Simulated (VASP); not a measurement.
# Si (I4_1/amd) in VASP: notebook

Runs on Si. Level: r2SCAN. Tasks: single point.

Everything below comes from runs of VASP 6.6.1. Logs are shortened: lines on timing, memory, paths and dates and some standing lists are left out, and cuts for length are marked.

**1. The cell of the first run**

It takes space group I4_1/amd (No. 141, tetragonal). The conventional cell has a = 4.743 Å, b = 4.743 Å, c = 2.659 Å, α = 90.00°, β = 90.00°, γ = 90.00°. Within 3.3 Å of Si (site symmetry -4m2) lie 10 Si at 2.46 to 3.10 Å.

**2. Single point, r2SCAN**

POSCAR reads:

```
Si
1.0
   -2.3713723045      2.3713723045      1.3292653899
    2.3713723045     -2.3713723045      1.3292653899
    2.3713723045      2.3713723045     -1.3292653899
Si
2
Direct
    0.2500000000      0.7500000000      0.5000000000
    0.5000000000      0.5000000000      0.0000000000
```

INCAR.step1 reads:

```
SYSTEM = Si
PREC = Accurate ; ENCUT = 520
ISMEAR = 0 ; SIGMA = 0.15
LREAL = .FALSE. ; LASPH = .TRUE.
NELM = 100 ; NBANDS = 11
GGA = PE ; ALGO = Normal
EDIFF = 1E-4 ; LWAVE = .TRUE.
LCHARG = .FALSE.
```

INCAR.step2 reads:

```
SYSTEM = Si
PREC = Accurate ; ENCUT = 520
EDIFF = 1E-6 ; ISMEAR = 0
SIGMA = 0.15 ; LREAL = .FALSE.
LASPH = .TRUE. ; NELM = 100
ALGO = Normal ; ISIF = 2
LWAVE = .FALSE. ; LCHARG = .FALSE.
METAGGA = R2SCAN ; LMIXTAU = .TRUE.
NBANDS = 11 ; ISTART = 1
```

KPOINTS reads:

```
regular mesh
0
G
  20 20 20
  0 0 0
```

Potentials or basis: VASP PAW PBE potentials, release 64 (Si).

Started as:

```bash
cat potpaw_PBE.64/Si/POTCAR > POTCAR
cp INCAR.step1 INCAR
mpirun -np 1 vasp_std > vasp.out
cp INCAR.step2 INCAR
mpirun -np 1 vasp_std > vasp.out
```

OUTCAR:

```text
SYSTEM = Si
   PREC = Accurate
   ENCUT = 520
   EDIFF = 1E-6
   ISMEAR = 0
   LREAL = .FALSE.
   LASPH = .TRUE.
   NELM = 100
   ISIF = 2
   METAGGA = R2SCAN
   ISTART = 1

 ion  position               nearest neighbor table
   1  0.250  0.750  0.500-   2 2.46   2 2.46   2 2.46   2 2.46   2 3.10   2 3.10   2 3.10   2 3.10

   2  0.500  0.500  0.000-   1 2.46   1 2.46   1 2.46   1 2.46   1 3.10   1 3.10   1 3.10   1 3.10

  LATTYP: Found a body centered tetragonal cell.
 ALAT       =     4.7427446090
 C/A-ratio  =     0.5605468983

  Lattice vectors:

 A1 = (  -2.3713723045,   2.3713723045,   1.3292653899)
 A2 = (   2.3713723045,  -2.3713723045,   1.3292653899)
 A3 = (   2.3713723045,   2.3713723045,  -1.3292653899)

Analysis of symmetry for initial positions (statically):
=====================================================================
 Subroutine PRICEL returns:
 Original cell was already a primitive cell.

 Routine SETGRP: Setting up the symmetry group for a
 body centered tetragonal supercell.

 Subroutine GETGRP returns: Found 16 space group operations
 (whereof  8 operations were pure point group operations)
 out of a pool of 16 trial point group operations.

The static configuration has the point symmetry D_2d.
 The point group associated with its full space group is D_4h.

Analysis of symmetry for dynamics (positions and initial velocities):
=====================================================================
 Subroutine PRICEL returns:
 Original cell was already a primitive cell.

 Routine SETGRP: Setting up the symmetry group for a
 body centered tetragonal supercell.

 Subroutine GETGRP returns: Found 16 space group operations
 (whereof  8 operations were pure point group operations)
 out of a pool of 16 trial point group operations.

The dynamic configuration has the point symmetry D_2d.
 The point group associated with its full space group is D_4h.

 Subroutine INISYM returns: Found 16 space group operations
 (whereof  8 operations are pure point group operations),
 and found     1 'primitive' translations

----------------------------------------------------------------------------------------

                                     Primitive cell

  volume of cell :      29.9000

  direct lattice vectors                    reciprocal lattice vectors
    -2.371372304  2.371372304  1.329265390     0.000000000  0.210848376  0.376147610
     2.371372304 -2.371372304  1.329265390     0.210848376  0.000000000  0.376147610
     2.371372304  2.371372304 -1.329265390     0.210848376  0.210848376  0.000000000

  length of vectors
     3.607458896  3.607458896  3.607458896     0.431212317  0.431212317  0.298184633

  position of ions in fractional coordinates (direct lattice)
     0.250000000  0.750000000  0.500000000
     0.500000000  0.500000000  0.000000000

  ion indices of the primitive-cell ions
   primitive index   ion index
                 1           1
                 2           2

----------------------------------------------------------------------------------------

 KPOINTS: regular mesh

Automatic generation of k-mesh.
 Grid dimensions read from file:
 generate k-points for:   20   20   20

 Generating k-lattice:

  Cartesian coordinates                     Fractional coordinates (reciprocal lattice)
     0.000000000  0.010542419  0.018807381     0.050000000  0.000000000  0.000000000
     0.010542419  0.000000000  0.018807381     0.000000000  0.050000000  0.000000000
     0.010542419  0.010542419  0.000000000     0.000000000  0.000000000  0.050000000

  Length of vectors
     0.021560616  0.021560616  0.014909232

  Shift w.r.t. Gamma in fractional coordinates (k-lattice)
     0.000000000  0.000000000  0.000000000

 Subroutine IBZKPT returns following result:
 ===========================================

 Found    641 irreducible k-points:

 Following reciprocal coordinates:
            Coordinates               Weight
  0.000000  0.000000  0.000000      1.000000
  0.050000  0.000000  0.000000      8.000000
  0.100000  0.000000 -0.000000      8.000000
  0.150000  0.000000  0.000000      8.000000
  0.200000  0.000000 -0.000000      8.000000
  0.250000  0.000000 -0.000000      8.000000
[... 16 lines left out ...]
 -0.400000  0.050000  0.000000     16.000000
 -0.350000  0.050000  0.000000     16.000000
 [... further k-points ...]
   k-points           NKPTS =    641   k-points in BZ     NKDIM =    641   number of bands    NBANDS=     11
   number of dos      NEDOS =    301   number of ions     NIONS =      2
   total plane-waves  NPLWV =  21952
   dimension x,y,z NGX =    28 NGY =   28 NGZ =   28
   dimension x,y,z NGXF=    56 NGYF=   56 NGZF=   56
   ions per type =               2
   NGX,Y,Z   is equivalent  to a cutoff of  12.90, 12.90, 12.90 a.u.
   NGXF,Y,Z  is equivalent  to a cutoff of  25.81, 25.81, 25.81 a.u.
 SYSTEM =  Si
   PREC   = accura    normal or accurate (medium, high low for compatibility)
   ISTART =      1    job   : 0-new  1-cont  2-samecut
   ICHARG =      0    charge: 1-file 2-atom 10-const
   ISPIN  =      1    spin polarized calculation?
   LNONCOLLINEAR =      F non collinear calculations
   LSORBIT =      F    spin-orbit coupling
   LASPH  =      T    aspherical Exc in radial PAW
   ENCUT  =  520.0 eV  38.22 Ry    6.18 a.u.   6.71  6.71  6.71*2*pi/ulx,y,z
   NELM   =    100;   NELMIN=  2; NELMDL=  0     # of ELM steps
   EDIFF  = 0.1E-05   stopping-criterion for ELM
   LREAL  =      F    real-space projection
   EDIFFG = 0.1E-04   stopping-criterion for IOM
   NSW    =      0    number of steps for IOM
   IBRION =     -1    ionic relax: 0-MD 1-quasi-New 2-CG
   NFREE  =      0    steps in history (QN), initial steepest desc. (CG)
   ISIF   =      2    stress and relaxation
   ISYM   =      2    0-nonsym 1-usesym 2-fastsym
   POTIM  = 0.5000    time-step for ionic-motion
   TEBEG  =    0.0;   TEEND  =   0.0 temperature during run
   PSTRESS=    0.0 pullay stress
   NELECT =       8.0000    total number of electrons
   NUPDOWN=      -1.0000    fix difference up-down
   EMIN   =  10.00;   EMAX   =-10.00  energy-range for DOS
   EFERMI =   0.00;   METHOD = LEGACY
   ISMEAR =     0;   SIGMA  =   0.15  broadening in eV -4-tet -1-fermi 0-gaus
   EFERMI_NEDOS =   21; number of points for ismear=-14 and -15
   IALGO  =     38    algorithm
   IMIX   =      4    mixing-type and parameters
     AMIX     =   0.40;   BMIX     =  1.00
     AMIX_MAG =   1.60;   BMIX_MAG =  1.00
  volume/ion in A,a.u.               =      14.95       100.89
  Fermi-wavevector in a.u.,A,eV,Ry     =   1.054908  1.993486 15.140973  1.112830
  Thomas-Fermi vector in A             =   2.190086
   LORBIT       =      0    0 simple, 1 ext, 2 COOP (PROOUT), +10 PAW based schemes
   METAGGA = R2SCAN    functional components
   LHFCALC =     F    Hartree Fock is set to
   AEXX    =    0.0000 exact exchange contribution
   IVDW    =     0    specifies the selected vdW correction
   LEPSILON=     F    determine dielectric tensor
   LRPA    =     F    only Hartree local field effects (RPA)
 non-spin polarized calculation
 Gauss-broadening in eV      SIGMA  =   0.15
  energy-cutoff  :      520.00
  volume of cell :       29.90
 maximum number of plane-waves:       820
   NGX = 13   NGY = 13   NGZ = 13

 number of electron       8.0000000 magnetization

 Free energy of the ion-electron system (eV)
  ---------------------------------------------------
  ext. energy  EPLUGINS =         0.00000000
  ---------------------------------------------------
  free energy    TOTEN  =       -16.68063750 eV

  energy without entropy =      -16.67307206  energy(sigma->0) =      -16.67685478

 E-fermi :   9.4243     XC(G=0): -11.5784

 val. band max:        9.4226282469   @ k =   0.3500   0.3000   0.0000
 cond. band min:       9.4297225355   @ k =  -0.2000   0.1000   0.0500
 fundamental gap:      0.0070942885
 Fermi energy:         9.4243007982

 k-point     1 :       0.0000    0.0000    0.0000
  band No.  band energies     occupation
      1      -5.2626      2.00000
      2       6.7339      2.00000
      3       6.7339      2.00000
      4       7.7276      2.00000
      5      11.2690      0.00000
      6      17.3210      0.00000
      7      19.1044      0.00000
      8      19.1044      0.00000
      9      19.1693      0.00000
     10      20.2274      0.00000
     11      20.9056      0.00000

 k-point     2 :       0.0500    0.0000    0.0000
  band No.  band energies     occupation
      1      -5.1918      2.00000
      2       6.4891      2.00000
      3       6.7016      2.00000
      4       8.0910      2.00000
      5      11.4298      0.00000
      6      16.8691      0.00000
      7      18.0310      0.00000
      8      18.9762      0.00000
      9      18.9986      0.00000
     10      20.4255      0.00000
     11      21.2574      0.00000

 k-point     3 :       0.1000    0.0000   -0.0000
  band No.  band energies     occupation
      1      -4.9793      2.00000
      2       6.1226      2.00000
      3       6.6260      2.00000
      4       8.8049      2.00000
      5      11.8872      0.00000
      6      15.7991      0.00000
      7      16.4180      0.00000
      8      18.3724      0.00000
      9      18.4530      0.00000
     10      19.6685      0.00000
     11      21.6868      0.00000
[... 267 lines left out ...]
 k-point    23 :      -0.4000    0.0500    0.0000
  band No.  band energies     occupation
      1      -1.5649      2.00000
      2       5.0843      2.00000
      3       6.1910      2.00000
      4       6.9068      2.00000
      5      10.1127      0.00000
      6      12.5656      0.00000
      7      14.3590      0.00000
      8      15.3270      0.00000
      9      17.3276      0.00000
     10      18.7615      0.00000
     11      22.9596      0.00000

 k-point    24 :      -0.3500    0.0500    0.0000
  band No.  band energies     occupation
      1      -2.4984      2.00000
      2       4.9948      2.00000
      3       6.5798      2.00000
      4       7.8304      2.00000
      5      11.0935      0.00000
      6      13.4633      0.00000
      7      14.1983      0.00000
      8      14.9312      0.00000
      9      17.1769      0.00000
     10      17.6457      0.00000
     11      22.2726      0.00000

 [... further k-points ...]

------------------------ aborting loop because EDIFF is reached ----------------------------------------

  FORCE on cell =-STRESS in cart. coord.  units (eV):
  Direction    XX          YY          ZZ          XY          YZ          ZX
  --------------------------------------------------------------------------------------
  -------------------------------------------------------------------------------------
  Total        0.5314450      0.5314450      0.2564601      0.0000000      0.0000000      0.0000000
  in kB       28.4772303     28.4772303     13.7422947      0.0000000      0.0000000      0.0000000
  external PRESSURE =      23.5655851 kB  Pullay stress =       0.0000000 kB

 VOLUME and BASIS-vectors are now :
 -----------------------------------------------------------------------------
  energy-cutoff  :      520.00
  volume of cell :       29.90
      direct lattice vectors                 reciprocal lattice vectors
    -2.371372304  2.371372304  1.329265390     0.000000000  0.210848376  0.376147610
     2.371372304 -2.371372304  1.329265390     0.210848376  0.000000000  0.376147610
     2.371372304  2.371372304 -1.329265390     0.210848376  0.210848376  0.000000000

 POSITION                                       TOTAL-FORCE (eV/Angst)
 -----------------------------------------------------------------------------------
      2.37137     -0.00000      0.66463         0.000000     -0.000000      0.000000
      0.00000      0.00000      1.32927        -0.000000      0.000000     -0.000000
 -----------------------------------------------------------------------------------
    total drift:                                0.000000      0.000000      0.000000

  FREE ENERGIE OF THE ION-ELECTRON SYSTEM (eV)
  ---------------------------------------------------
  free  energy   TOTEN  =       -16.6806375019 eV

  energy  without entropy=      -16.6730720584  energy(sigma->0) =      -16.67685478
```

Run time: 6.1 min. Hardware: 1 thread of Intel Xeon 6975P-C (Granite Rapids), shared host; peak memory 0.28 GiB.

Results:

| Quantity | Value |
| --- | --- |
| Free energy | -16.6806 eV |
| Pressure | 2.4 GPa |
| Band gap on the k mesh | zero (bands 4 and 5 overlap by 7.15 eV) |

Caveat: the PAW data sets were made with another functional, which shifts forces and pressure a little.

**3. Single point, r2SCAN**

POSCAR is that of step 2.

INCAR.step1 reads:

```
SYSTEM = Si
  PREC = Accurate
  ENCUT = 520
  ISMEAR = 0
  SIGMA = 0.15
  LREAL = .FALSE.
  LASPH = .TRUE.
  NELM = 100
  NBANDS = 11
  GGA = PE
  ALGO = Normal
  EDIFF = 1E-4
  LWAVE = .TRUE.
  LCHARG = .FALSE.
```

INCAR.step2 reads:

```
SYSTEM = Si
  PREC = Accurate
  ENCUT = 520
  EDIFF = 1E-6
  ISMEAR = 0
  SIGMA = 0.15
  LREAL = .FALSE.
  LASPH = .TRUE.
  NELM = 100
  ALGO = Normal
  ISIF = 2
  LWAVE = .FALSE.
  LCHARG = .FALSE.
  METAGGA = R2SCAN
  LMIXTAU = .TRUE.
  NBANDS = 11
  ISTART = 1
```

KPOINTS reads:

```
Automatic mesh
0
G
  22 22 22
  0 0 0
```

Potentials or basis: VASP PAW PBE potentials, release 64 (Si).

Started as:

```bash
cat potpaw_PBE.64/Si/POTCAR > POTCAR
cp INCAR.step1 INCAR
mpirun -np 1 vasp_std > vasp.out
cp INCAR.step2 INCAR
mpirun -np 1 vasp_std > vasp.out
```

Run time: 7.1 min. Hardware: 1 thread of Intel Xeon 6975P-C (Granite Rapids), shared host; peak memory 0.32 GiB.

Results (log left out):

- Free energy: -16.6794 eV
- Pressure: 2.4 GPa
- Band gap on the k mesh: zero (bands 4 and 5 overlap by 7.14 eV)

Stress tensor (GPa, compression positive):
```
2.78 0.00 0.00
0.00 2.78 0.00
0.00 0.00 1.58
```

Levels at points of the mesh, in eV from the Fermi level:
```csv
k point,band 1,band 2,band 3,band 4,band 5,band 6,band 7,band 8,band 9
"(0.00, 0.00, 0.00)",-14.68,-2.68,-2.68,-1.69,1.85,7.90,9.69,9.69,9.75
"(0.50, 0.00, 0.00)",-8.14,-7.30,-2.30,-1.99,-1.50,1.21,4.94,5.91,9.91
"(0.50, 0.50, 0.00)",-11.34,-11.34,0.35,0.35,3.05,3.05,8.74,8.74,9.91
"(0.50, 0.50, 0.50)",-8.71,-8.71,-7.25,-7.25,5.87,5.87,14.26,14.26,14.97
```

Caveat: the PAW data sets were made with another functional, which shifts forces and pressure a little.
